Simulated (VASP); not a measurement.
# MgCd3S4 (I4/mmm) in VASP: single point with PBE

Aim: the single point of MgCd3S4 with PBE.

All numbers are computed with VASP 6.6.1; they aren't measurements. Logs are shortened: lines on timing, memory, paths and dates and some standing lists are left out, and cuts for length are marked.

**1. The cell of the first run**

The structure is tetragonal, space group I4/mmm (No. 139). The conventional cell has a = 5.436 Å, b = 5.436 Å, c = 10.896 Å, α = 90.00°, β = 90.00°, γ = 90.00°. Mg (site symmetry 4/mmm) has 6 S at 2.63 to 2.72 Å within 3.5 Å. Within 3.6 Å of Cd (site symmetry 4/mmm) lie 6 S at 2.72 to 2.81 Å. Cd (site symmetry -4m2) has 6 S at 2.72 Å within 3.6 Å. Within 3.5 Å of S (site symmetry 4mm) lie 1 Mg at 2.63 Å and 5 Cd at 2.72 to 2.81 Å. S (site symmetry mmm) has 2 Mg at 2.72 Å and 4 Cd at 2.72 Å within 3.6 Å.

**2. Single point, PBE**

POSCAR reads:

```
MgCd3S4
1.0
   -2.7181393454      2.7181393454      5.4482011681
    2.7181393454     -2.7181393454      5.4482011681
    2.7181393454      2.7181393454     -5.4482011681
Mg Cd S
1 3 4
Direct
    0.5000000000      0.5000000000      0.0000000000
    0.0000000000      0.0000000000      0.0000000000
    0.7500000000      0.2500000000      0.5000000000
    0.2500000000      0.7500000000      0.5000000000
    0.7417413249      0.7417413249      0.0000000000
    0.5000000000      0.0000000000      0.5000000000
    0.2582586751      0.2582586751      0.0000000000
    0.0000000000      0.5000000000      0.5000000000
```

INCAR.step1 reads:

```
PREC = Accurate ; ENCUT = 520
EDIFF = 1E-6 ; ISMEAR = 0
SIGMA = 0.01 ; LREAL = F
LASPH = T ; NELM = 60
ALGO = Normal ; ISIF = 2
LWAVE = F ; LCHARG = T
GGA = PE ; NBANDS = 41
```

KPOINTS.step1 reads:

```
regular mesh
0
Gamma
  10 10 10
```

INCAR.step2 reads:

```
PREC = Accurate ; ENCUT = 520
EDIFF = 1E-6 ; ISMEAR = -5
SIGMA = 0.01 ; LREAL = F
LASPH = T ; NELM = 60
ALGO = Normal ; ISIF = 2
LWAVE = F ; LCHARG = F
GGA = PE ; LORBIT = 10
NBANDS = 41 ; NEDOS = 1001
ICHARG = 11
```

KPOINTS.step2 reads:

```
regular mesh
0
Gamma
  15 15 15
```

Potentials or basis: VASP PAW PBE potentials, release 64 (Mg, Cd, S).

Started as:

```
cat potpaw_PBE.64/Mg/POTCAR potpaw_PBE.64/Cd/POTCAR potpaw_PBE.64/S/POTCAR > POTCAR
cp INCAR.step1 INCAR
cp KPOINTS.step1 KPOINTS
mpirun -np 1 vasp_std > vasp.out
cp INCAR.step2 INCAR
cp KPOINTS.step2 KPOINTS
mpirun -np 1 vasp_std > vasp.out
```

OUTCAR:

```text
PREC = Accurate
   ENCUT = 520
   EDIFF = 1E-6
   ISMEAR = -5
   LREAL = F
   LASPH = T
   NELM = 60
   ISIF = 2
   GGA = PE
   LORBIT = 10
   ICHARG = 11

 ion  position               nearest neighbor table
   1  0.500  0.500  0.000-   5 2.63   7 2.63   6 2.72   8 2.72   6 2.72   8 2.72
   2  0.000  0.000  0.000-   6 2.72   8 2.72   8 2.72   6 2.72   7 2.81   5 2.81
   3  0.750  0.250  0.500-   7 2.72   5 2.72   7 2.72   5 2.72   6 2.72   8 2.72
   4  0.250  0.750  0.500-   7 2.72   5 2.72   7 2.72   5 2.72   6 2.72   8 2.72
   5  0.742  0.742  0.000-   1 2.63   3 2.72   4 2.72   3 2.72   4 2.72   2 2.81
   6  0.500  0.000  0.500-   1 2.72   2 2.72   1 2.72   2 2.72   3 2.72   4 2.72
   7  0.258  0.258  0.000-   1 2.63   3 2.72   4 2.72   4 2.72   3 2.72   2 2.81
   8  0.000  0.500  0.500-   1 2.72   2 2.72   2 2.72   1 2.72   3 2.72   4 2.72

  LATTYP: Found a body centered tetragonal cell.
 ALAT       =     5.4362786908
 C/A-ratio  =     2.0043862642

  Lattice vectors:

 A1 = (  -2.7181393454,   2.7181393454,   5.4482011681)
 A2 = (   2.7181393454,  -2.7181393454,   5.4482011681)
 A3 = (   2.7181393454,   2.7181393454,  -5.4482011681)

Analysis of symmetry for initial positions (statically):
=====================================================================
 Subroutine PRICEL returns:
 Original cell was already a primitive cell.

 Routine SETGRP: Setting up the symmetry group for a
 body centered tetragonal supercell.

 Subroutine GETGRP returns: Found 16 space group operations
 (whereof 16 operations were pure point group operations)
 out of a pool of 16 trial point group operations.

The static configuration has the point symmetry D_4h.

Analysis of symmetry for dynamics (positions and initial velocities):
=====================================================================
 Subroutine PRICEL returns:
 Original cell was already a primitive cell.

 Routine SETGRP: Setting up the symmetry group for a
 body centered tetragonal supercell.

 Subroutine GETGRP returns: Found 16 space group operations
 (whereof 16 operations were pure point group operations)
 out of a pool of 16 trial point group operations.

The dynamic configuration has the point symmetry D_4h.

 Subroutine INISYM returns: Found 16 space group operations
 (whereof 16 operations are pure point group operations),
 and found     1 'primitive' translations

----------------------------------------------------------------------------------------

                                     Primitive cell

  volume of cell :     161.0114

  direct lattice vectors                    reciprocal lattice vectors
    -2.718139345  2.718139345  5.448201168     0.000000000  0.183949363  0.091773410
     2.718139345 -2.718139345  5.448201168     0.183949363  0.000000000  0.091773410
     2.718139345  2.718139345 -5.448201168     0.183949363  0.183949363  0.000000000

  length of vectors
     6.667792661  6.667792661  6.667792661     0.205571707  0.205571707  0.260143683

  position of ions in fractional coordinates (direct lattice)
     0.500000000  0.500000000  0.000000000
     0.000000000  0.000000000  0.000000000
     0.750000000  0.250000000  0.500000000
     0.250000000  0.750000000  0.500000000
     0.741741325  0.741741325  0.000000000
     0.500000000  0.000000000  0.500000000
     0.258258675  0.258258675  0.000000000
     0.000000000  0.500000000  0.500000000

  ion indices of the primitive-cell ions
   primitive index   ion index
                 1           1
                 2           2
                 3           3
                 4           4
                 5           5
                 6           6
                 7           7
                 8           8

----------------------------------------------------------------------------------------

 KPOINTS: regular mesh

Automatic generation of k-mesh.
 Grid dimensions read from file:
 generate k-points for:   15   15   15

 Generating k-lattice:

  Cartesian coordinates                     Fractional coordinates (reciprocal lattice)
     0.000000000  0.012263291  0.006118227     0.066666667  0.000000000 -0.000000000
     0.012263291  0.000000000  0.006118227     0.000000000  0.066666667 -0.000000000
     0.012263291  0.012263291  0.000000000     0.000000000  0.000000000  0.066666667

  Length of vectors
     0.013704780  0.013704780  0.017342912

  Shift w.r.t. Gamma in fractional coordinates (k-lattice)
     0.000000000  0.000000000  0.000000000

 TETIRR: Found   4311 inequivalent tetrahedra from    20250

 Subroutine IBZKPT returns following result:
 ===========================================

 Found    288 irreducible k-points:

 Following reciprocal coordinates:
            Coordinates               Weight
  0.000000  0.000000  0.000000      1.000000
  0.066667 -0.000000  0.000000      8.000000
  0.133333  0.000000  0.000000      8.000000
  0.200000  0.000000  0.000000      8.000000
  0.266667  0.000000  0.000000      8.000000
  0.333333  0.000000 -0.000000      8.000000
[... 16 lines left out ...]
  0.133333  0.133333  0.000000      8.000000
  0.200000  0.133333  0.000000     16.000000
 [... further k-points ...]
   k-points           NKPTS =    288   k-points in BZ     NKDIM =    288   number of bands    NBANDS=     41
   number of dos      NEDOS =   1001   number of ions     NIONS =      8
   total plane-waves  NPLWV = 125000
   dimension x,y,z NGX =    50 NGY =   50 NGZ =   50
   dimension x,y,z NGXF=   100 NGYF=  100 NGZF=  100
   ions per type =               1   3   4
   NGX,Y,Z   is equivalent  to a cutoff of  12.47, 12.47, 12.47 a.u.
   NGXF,Y,Z  is equivalent  to a cutoff of  24.93, 24.93, 24.93 a.u.
 SYSTEM =  unknown system
   PREC   = accura    normal or accurate (medium, high low for compatibility)
   ISTART =      0    job   : 0-new  1-cont  2-samecut
   ICHARG =     11    charge: 1-file 2-atom 10-const
   ISPIN  =      1    spin polarized calculation?
   LNONCOLLINEAR =      F non collinear calculations
   LSORBIT =      F    spin-orbit coupling
   LASPH  =      T    aspherical Exc in radial PAW
   ENCUT  =  520.0 eV  38.22 Ry    6.18 a.u.  12.40 12.40 12.40*2*pi/ulx,y,z
   NELM   =     60;   NELMIN=  2; NELMDL=  0     # of ELM steps
   EDIFF  = 0.1E-05   stopping-criterion for ELM
   LREAL  =      F    real-space projection
   EDIFFG = 0.1E-04   stopping-criterion for IOM
   NSW    =      0    number of steps for IOM
   IBRION =     -1    ionic relax: 0-MD 1-quasi-New 2-CG
   NFREE  =      0    steps in history (QN), initial steepest desc. (CG)
   ISIF   =      2    stress and relaxation
   ISYM   =      2    0-nonsym 1-usesym 2-fastsym
   POTIM  = 0.5000    time-step for ionic-motion
   TEBEG  =    0.0;   TEEND  =   0.0 temperature during run
   PSTRESS=    0.0 pullay stress
   NELECT =      62.0000    total number of electrons
   NUPDOWN=      -1.0000    fix difference up-down
   EMIN   =  10.00;   EMAX   =-10.00  energy-range for DOS
   EFERMI =   0.00;   METHOD = LEGACY
   ISMEAR =    -5;   SIGMA  =   0.01  broadening in eV -4-tet -1-fermi 0-gaus
   EFERMI_NEDOS =   21; number of points for ismear=-14 and -15
   IALGO  =     38    algorithm
   IMIX   =      4    mixing-type and parameters
     AMIX     =   0.40;   BMIX     =  1.00
     AMIX_MAG =   1.60;   BMIX_MAG =  1.00
  volume/ion in A,a.u.               =      20.13       135.82
  Fermi-wavevector in a.u.,A,eV,Ry     =   1.191022  2.250706 19.300327  1.418534
  Thomas-Fermi vector in A             =   2.327093
   LORBIT       =     10    0 simple, 1 ext, 2 COOP (PROOUT), +10 PAW based schemes
   GGA     = PE    functional components
   LHFCALC =     F    Hartree Fock is set to
   AEXX    =    0.0000 exact exchange contribution
   IVDW    =     0    specifies the selected vdW correction
   LEPSILON=     F    determine dielectric tensor
   LRPA    =     F    only Hartree local field effects (RPA)
 non-spin polarized calculation
 Fermi weights with tetrahedron method with Bloechl corrections
  energy-cutoff  :      520.00
  volume of cell :      161.01
 maximum number of plane-waves:      4360
 NGX is ok and might be reduce to    50

 number of electron      61.9999998 magnetization

 Free energy of the ion-electron system (eV)
  ---------------------------------------------------
  ext. energy  EPLUGINS =         0.00000000
  ---------------------------------------------------
  free energy    TOTEN  =       -25.99836694 eV

  energy without entropy =      -25.99836694  energy(sigma->0) =      -25.99836694

 E-fermi :   3.0975     XC(G=0): -10.1508

 val. band max:        3.0861358920   @ k =  -0.4667   0.4667   0.0000
 cond. band min:       3.3815254087   @ k =  -0.4667  -0.4667   0.4667
 fundamental gap:      0.2953895167
 Fermi energy:         3.0974803809

 k-point     1 :       0.0000    0.0000    0.0000
  band No.  band energies     occupation
      1      -9.7239      2.00000
      2      -8.7184      2.00000
      3      -8.6874      2.00000
      4      -8.5096      2.00000
      5      -4.7043      2.00000
      6      -4.6678      2.00000
[... 33 lines left out ...]
     40      10.4397      0.00000
     41      10.8681      0.00000

 k-point     2 :       0.0667   -0.0000    0.0000
  band No.  band energies     occupation
      1      -9.7077      2.00000
      2      -8.7179      2.00000
      3      -8.6831      2.00000
      4      -8.5135      2.00000
      5      -4.7052      2.00000
      6      -4.6662      2.00000
[... 962 lines left out ...]
      1      -9.4854      2.00000
      2      -8.7301      2.00000
      3      -8.6511      2.00000
      4      -8.5739      2.00000
      5      -4.6961      2.00000
      6      -4.6760      2.00000
[... 33 lines left out ...]
     40      10.5426      0.00000
     41      10.9111      0.00000

 [... further k-points ...]

------------------------ aborting loop because EDIFF is reached ----------------------------------------

  FORCE on cell =-STRESS in cart. coord.  units (eV):
  Direction    XX          YY          ZZ          XY          YZ          ZX
  --------------------------------------------------------------------------------------
  -------------------------------------------------------------------------------------
  Total        0.2362710      0.2362710      0.2777160      0.0000000      0.0000000      0.0000000
  in kB        2.3510640      2.3510640      2.7634709      0.0000000      0.0000000      0.0000000
  external PRESSURE =       2.4885330 kB  Pullay stress =       0.0000000 kB

 VOLUME and BASIS-vectors are now :
 -----------------------------------------------------------------------------
  energy-cutoff  :      520.00
  volume of cell :      161.01
      direct lattice vectors                 reciprocal lattice vectors
    -2.718139345  2.718139345  5.448201168     0.000000000  0.183949363  0.091773410
     2.718139345 -2.718139345  5.448201168     0.183949363  0.000000000  0.091773410
     2.718139345  2.718139345 -5.448201168     0.183949363  0.183949363  0.000000000

 POSITION                                       TOTAL-FORCE (eV/Angst)
 -----------------------------------------------------------------------------------
      0.00000      0.00000      5.44820        -0.000000     -0.000000      0.000000
      0.00000      0.00000      0.00000        -0.000000     -0.000000      0.000000
      0.00000      2.71814      2.72410        -0.000000     -0.000000     -0.000000
      2.71814      0.00000      2.72410        -0.000000     -0.000000     -0.000000
      0.00000      0.00000      8.08231         0.000000      0.000000     -0.026589
      0.00000      2.71814      0.00000        -0.000000     -0.000000      0.000000
      0.00000      0.00000      2.81409         0.000000      0.000000      0.026589
      2.71814      0.00000      0.00000        -0.000000     -0.000000      0.000000
 -----------------------------------------------------------------------------------
    total drift:                               -0.000000      0.000000     -0.000000

  FREE ENERGIE OF THE ION-ELECTRON SYSTEM (eV)
  ---------------------------------------------------
  free  energy   TOTEN  =       -25.9983669406 eV

  energy  without entropy=      -25.9983669406  energy(sigma->0) =      -25.99836694

 total charge

# of ion       s       p       d       tot
------------------------------------------
    1        0.133   0.108   0.030   0.271
    2        0.370   0.241   9.586  10.197
    3        0.375   0.255   9.586  10.217
    4        0.375   0.255   9.586  10.217
    5        1.335   2.393   0.000   3.729
    6        1.332   2.400   0.000   3.732
    7        1.335   2.393   0.000   3.729
    8        1.332   2.400   0.000   3.732
--------------------------------------------------
tot          6.588  10.446  28.789  45.822
```

Run time: 57 min. Hardware: 1 thread of Oxide Virtual Turin-like, shared host; peak memory 1.5 GiB.

Results:

```yaml
Valence_electrons_inside_the_program's_atomic_spheres: Mg 0.27; Cd 10.20, 10.22 (each value once); S 3.73
```

Levels at points of the mesh, in eV from the valence-band top:
| k point | band 27 | band 28 | band 29 | band 30 | band 31 | band 32 | band 33 | band 34 | band 35 | band 36 |
| --- | --- | --- | --- | --- | --- | --- | --- | --- | --- | --- |
| (0.00, 0.00, 0.00) | -2.13 | -2.13 | -0.70 | -0.70 | -0.70 | 0.47 | 1.25 | 3.48 | 4.01 | 5.48 |
